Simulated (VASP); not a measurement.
# MgI2 (P-3m1) in VASP: notebook

MgI2 is run at these levels: PBE+D3(BJ); tasks: single point.

All numbers are computed with VASP 6.6.1; they aren't measurements. Logs are shortened: lines on timing, memory, paths and dates and some standing lists are left out, and cuts for length are marked.

**1. The cell of the first run**

Symmetry: P-3m1, No. 164, trigonal system. Conventional cell: a = 4.154 Å, b = 4.154 Å, c = 6.862 Å, α = 90.00°, β = 90.00°, γ = 120.00°. Within 3.8 Å of Mg (site symmetry -3m) lie 6 I at 2.92 Å. Within 3.8 Å of I (site symmetry 3m) lie 3 Mg at 2.92 Å.

**2. Single point, PBE+D3(BJ)**

Input file INCAR:

```
ALGO     = Normal         # electronic algorithm
EDIFF    = 1E-7           # SCF threshold, eV
ENCUT    = 520            # plane-wave cutoff, eV
GGA      = PE             # functional
ISIF     = 2              # what is computed and relaxed
ISMEAR   = 0              # smearing method
IVDW     = 12             # dispersion correction
LASPH    = True           # aspherical terms in the spheres
LCHARG   = True           # write CHGCAR
LELF     = True           # ELF
LREAL    = False          # projectors in reciprocal space
LVHAR    = True         
LWAVE    = False          # write WAVECAR
NBANDS   = 15             # bands
NELM     = 60             # most SCF steps
PREC     = Accurate       # precision mode
SIGMA    = 0.05           # smearing width, eV
```

Input file KPOINTS:

```
k-points
0
Gamma
  6 6 4
```

Input file POSCAR:

```
MgI2
1.0
    4.1537001214      0.0000000000      0.0000000000
   -2.0768500607      3.5972098248      0.0000000000
    0.0000000000      0.0000000000      6.8620000000
Mg I
1 2
Direct
    0.0000000000      0.0000000000      0.0000000000
    0.3333333333      0.6666666667      0.7576300000
    0.6666666667      0.3333333333      0.2423700000
```

Potentials or basis: VASP PAW PBE potentials, release 64 (Mg, I).

On the command line:

```
> cat potpaw_PBE.64/Mg/POTCAR potpaw_PBE.64/I/POTCAR > POTCAR
> mpirun -np 1 vasp_std > vasp.out
```

OUTCAR:

```text
EDIFF = 1E-7
   ENCUT = 520
   GGA = PE
   ISIF = 2
   ISMEAR = 0
   IVDW = 12
   LASPH = True
   LREAL = False
   NELM = 60
   PREC = Accurate
 IVDW          = 12

 ion  position               nearest neighbor table
   1  0.000  0.000  0.000-   2 2.92   3 2.92   2 2.92   3 2.92   3 2.92   2 2.92
   2  0.333  0.667  0.758-   1 2.92   1 2.92   1 2.92
   3  0.667  0.333  0.242-   1 2.92   1 2.92   1 2.92

  LATTYP: Found a hexagonal cell.
 ALAT       =     4.1537001214
 C/A-ratio  =     1.6520210413

  Lattice vectors:

 A1 = (   4.1537001214,   0.0000000000,   0.0000000000)
 A2 = (  -2.0768500607,   3.5972098248,   0.0000000000)
 A3 = (   0.0000000000,   0.0000000000,   6.8620000000)

Analysis of symmetry for initial positions (statically):
=====================================================================
 Subroutine PRICEL returns:
 Original cell was already a primitive cell.

 Routine SETGRP: Setting up the symmetry group for a
 hexagonal supercell.

 Subroutine GETGRP returns: Found 12 space group operations
 (whereof 12 operations were pure point group operations)
 out of a pool of 24 trial point group operations.

The static configuration has the point symmetry D_3d.

Analysis of symmetry for dynamics (positions and initial velocities):
=====================================================================
 Subroutine PRICEL returns:
 Original cell was already a primitive cell.

 Routine SETGRP: Setting up the symmetry group for a
 hexagonal supercell.

 Subroutine GETGRP returns: Found 12 space group operations
 (whereof 12 operations were pure point group operations)
 out of a pool of 24 trial point group operations.

The dynamic configuration has the point symmetry D_3d.

 Subroutine INISYM returns: Found 12 space group operations
 (whereof 12 operations are pure point group operations),
 and found     1 'primitive' translations

----------------------------------------------------------------------------------------

                                     Primitive cell

  volume of cell :     102.5302

  direct lattice vectors                    reciprocal lattice vectors
     4.153700121  0.000000000  0.000000000     0.240749205  0.138996618  0.000000000
    -2.076850061  3.597209825  0.000000000     0.000000000  0.277993236  0.000000000
[... 95 lines left out ...]
   TEBEG  =    0.0;   TEEND  =   0.0 temperature during run
   PSTRESS=    0.0 pullay stress
   NELECT =      16.0000    total number of electrons
   NUPDOWN=      -1.0000    fix difference up-down
   EMIN   =  10.00;   EMAX   =-10.00  energy-range for DOS
   EFERMI =   0.00;   METHOD = LEGACY
   ISMEAR =     0;   SIGMA  =   0.05  broadening in eV -4-tet -1-fermi 0-gaus
   EFERMI_NEDOS =   21; number of points for ismear=-14 and -15
   IALGO  =     38    algorithm
   IMIX   =      4    mixing-type and parameters
     AMIX     =   0.40;   BMIX     =  1.00
     AMIX_MAG =   1.60;   BMIX_MAG =  1.00
  volume/ion in A,a.u.               =      34.18       230.64
  Fermi-wavevector in a.u.,A,eV,Ry     =   0.881382  1.665571 10.569477  0.776835
  Thomas-Fermi vector in A             =   2.001871
   LORBIT       =      0    0 simple, 1 ext, 2 COOP (PROOUT), +10 PAW based schemes
   GGA     = PE    functional components
   LHFCALC =     F    Hartree Fock is set to
   AEXX    =    0.0000 exact exchange contribution
   IVDW    =    12    specifies the selected vdW correction
   LEPSILON=     F    determine dielectric tensor
   LRPA    =     F    only Hartree local field effects (RPA)
 non-spin polarized calculation
 Gauss-broadening in eV      SIGMA  =   0.05
  energy-cutoff  :      520.00
  volume of cell :      102.53
 maximum number of plane-waves:      2798
 NGX is ok and might be reduce to    32
   NGX = 15   NGY = 15   NGZ = 25

 number of electron      16.0000001 magnetization

 Free energy of the ion-electron system (eV)
  ---------------------------------------------------
  ext. energy  EPLUGINS =         0.00000000
  ---------------------------------------------------
  free energy    TOTEN  =        -7.69552543 eV

  energy without entropy =       -7.69552543  energy(sigma->0) =       -7.69552543

 E-fermi :   2.5666     XC(G=0):  -8.2135

 val. band max:        2.3270354974   @ k =   0.0000   0.0000   0.0000
 cond. band min:       5.8334538883   @ k =   0.5000   0.0000   0.2500
 fundamental gap:      3.5064183910
 Fermi energy:         2.5665837842

 k-point     1 :       0.0000    0.0000    0.0000
  band No.  band energies     occupation
      1      -9.7685      2.00000
      2      -9.0521      2.00000
      3      -1.2266      2.00000
      4       1.8505      2.00000
      5       1.8505      2.00000
      6       2.2346      2.00000
      7       2.2346      2.00000
      8       2.3270      2.00000
      9       6.0138      0.00000
     10       7.0760      0.00000
     11       8.9965      0.00000
     12       8.9965      0.00000
     13       9.7942      0.00000
     14      10.4543      0.00000
[... 401 lines left out ...]
      2      -8.8800      2.00000
      3      -0.8661      2.00000
      4      -0.4618      2.00000
      5      -0.4618      2.00000
      6       0.0978      2.00000
      7       1.7708      2.00000
      8       1.7708      2.00000
      9       7.1295      0.00000
     10       8.0912      0.00000
     11       8.0912      0.00000
     12       9.6627      0.00000
     13      10.6258      0.00000
     14      10.8807      0.00000
     15      11.1146      0.00000

------------------------ aborting loop because EDIFF is reached ----------------------------------------

 Edisp (eV)   -0.92788

 E8    (eV) :    -0.4152

  FORCE on cell =-STRESS in cart. coord.  units (eV):
  Direction    XX          YY          ZZ          XY          YZ          ZX
  --------------------------------------------------------------------------------------
  -------------------------------------------------------------------------------------
  Total      -0.27176    -0.27176    -0.04177     0.00000     0.00000     0.00000
  in kB      -4.24669    -4.24669    -0.65265     0.00000     0.00000     0.00000
  external pressure =       -3.05 kB  Pullay stress =        0.00 kB

 VOLUME and BASIS-vectors are now :
 -----------------------------------------------------------------------------
  energy-cutoff  :      520.00
  volume of cell :      102.53
      direct lattice vectors                 reciprocal lattice vectors
     4.153700121  0.000000000  0.000000000     0.240749205  0.138996618  0.000000000
    -2.076850061  3.597209825  0.000000000     0.000000000  0.277993236  0.000000000
     0.000000000  0.000000000  6.862000000     0.000000000  0.000000000  0.145730108

 POSITION                                       TOTAL-FORCE (eV/Angst)
 -----------------------------------------------------------------------------------
      0.00000      0.00000      0.00000         0.000000      0.000000      0.000000
     -0.00000      2.39814      5.19886         0.000000     -0.000000     -0.028575
      2.07685      1.19907      1.66314        -0.000000      0.000000      0.028575
 -----------------------------------------------------------------------------------
    total drift:                               -0.000000      0.000000     -0.000000

  FREE ENERGIE OF THE ION-ELECTRON SYSTEM (eV)
  ---------------------------------------------------
  free  energy   TOTEN  =        -8.6234091380 eV

  energy  without entropy=       -8.6234091380  energy(sigma->0) =       -8.62340914
```

It took 40 s on 1 thread of Intel Xeon 6975P-C, shared host; peak memory 0.24 GiB.

What came out:

| Quantity | Value |
| --- | --- |
| Free energy | -8.6234 eV |
| Pressure | -0.3 GPa |
| Largest force | 0.029 eV/Å |
| Band gap on the k mesh | 3.51 eV, indirect (least direct gap 3.69 eV) |
| Dispersion energy per atom | -0.309 eV |

Forces in eV/Å, atoms in the order of the input:
```
Mg   0.000  0.000  0.000
I    0.000  0.000 -0.029
I    0.000  0.000  0.029
```

Stress tensor (GPa, compression positive):
```
-0.42  0.00  0.00
 0.00 -0.42  0.00
 0.00  0.00 -0.07
```

Caveat: spin-orbit coupling is left out, which moves the levels of the heavy elements.

**3. Single point, PBE+D3(BJ)**

Input file INCAR:

```
SYSTEM = MgI2
ALGO = Normal
EDIFF = 1E-6
ENCUT = 520
GGA = PE
ISIF = 2
ISMEAR = 0
IVDW = 12
LASPH = .True.
LCHARG = .False.
LREAL = .False.
LWAVE = .False.
NBANDS = 15
NELM = 80
PREC = Accurate
SIGMA = 0.05
```

Input file KPOINTS:

```
k-points
0
Gamma
  9 9 4
  0 0 0
```

POSCAR is that of step 2.

Potentials or basis: VASP PAW PBE potentials, release 64 (Mg, I).

On the command line:

```
> cat potpaw_PBE.64/Mg/POTCAR potpaw_PBE.64/I/POTCAR > POTCAR
> mpirun -np 1 vasp_std > vasp.out
```

It took 63 s on 1 thread of Intel Xeon 6975P-C, shared host; peak memory 0.27 GiB.

The run converged. Its results:

```
Free energy                : -8.6245 eV
Pressure                   : -0.3 GPa
Largest force              : 0.029 eV/Å
Band gap on the k mesh     : 3.50 eV, indirect (least direct gap 3.69 eV)
Dispersion energy per atom : -0.309 eV
```

Forces in eV/Å, atoms in the order of the input:
```
Mg   0.000  0.000  0.000
I    0.000  0.000 -0.029
I    0.000  0.000  0.029
```

Stress tensor (GPa, compression positive):
```
-0.44  0.00  0.00
 0.00 -0.44  0.00
 0.00  0.00 -0.07
```

Levels at points of the mesh, in eV from the valence-band top:
| k point | band 4 | band 5 | band 6 | band 7 | band 8 | band 9 | band 10 | band 11 | band 12 | band 13 |
| --- | --- | --- | --- | --- | --- | --- | --- | --- | --- | --- |
| (0.00, 0.00, 0.00) | -0.48 | -0.48 | -0.09 | -0.09 | 0.00 | 3.69 | 4.75 | 6.67 | 6.67 | 7.47 |
| (0.00, 0.00, 0.50) | -1.45 | -0.38 | -0.38 | -0.20 | -0.20 | 4.63 | 4.84 | 6.49 | 6.49 | 7.79 |

Caveat: spin-orbit coupling is left out, which moves the levels of the heavy elements.
